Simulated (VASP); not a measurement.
Wanted: the native input for a VASP 6.6.1 run.

| Quantity | Value |
| --- | --- |
| Task | single point |
| Functional | PBE |
| Potentials or basis | VASP PAW PBE potentials, release 64 (Si, W_sv) |
| Cutoff | 520 eV |
| k mesh | 11 × 11 × 9 |
| Occupations | gaussian, width 0.1 eV |
| Spin | no spin polarisation |
| Dipole correction | no |
| Further INCAR settings | ALGO = Normal; EDIFF = 1e-07; NBANDS = 18; ISYM = 0 |

The structure of Si2W lies in POSCAR:

```
Si2W
1.0
    3.2291363681      0.0000000000      0.0000000000
    0.0000000000      3.2291363681      0.0000000000
    1.6145681841     -1.6145681841      3.9334723130
Si W
2 1
Direct
    0.6654260389      0.3345739611      0.6691479221
    0.3345739611      0.6654260389      0.3308520779
    0.0000000000      0.0000000000      0.0000000000
```

The input as run:

INCAR

```
PREC = Accurate ; ENCUT = 520
EDIFF = 1E-7 ; ISMEAR = 0
SIGMA = 0.1 ; LREAL = F
LASPH = T ; NELM = 60
ALGO = Normal ; ISIF = 2
LWAVE = F ; LCHARG = F
GGA = PE ; ISYM = 0
NBANDS = 18
```

KPOINTS

```
Automatic mesh
0
Gamma
  11 11 9
```

Potentials or basis: VASP PAW PBE potentials, release 64 (Si, W_sv).

Launch:

```console
$ cat potpaw_PBE.64/Si/POTCAR potpaw_PBE.64/W_sv/POTCAR > POTCAR
$ mpirun -np 1 vasp_std > vasp.out
```

It gave:

The pressure is 0.1 GPa. The largest force is 0.023 eV/Å. The band gap on the k mesh is zero (band 11 reaches 12.48 eV, above the bottom of band 12 at 11.32 eV).

Caveat: spin-orbit coupling is left out, which moves the levels of the heavy elements.

It took 6.4 min on 1 thread of AMD EPYC 7R13, with other jobs on the host, peak memory 0.44 GiB.
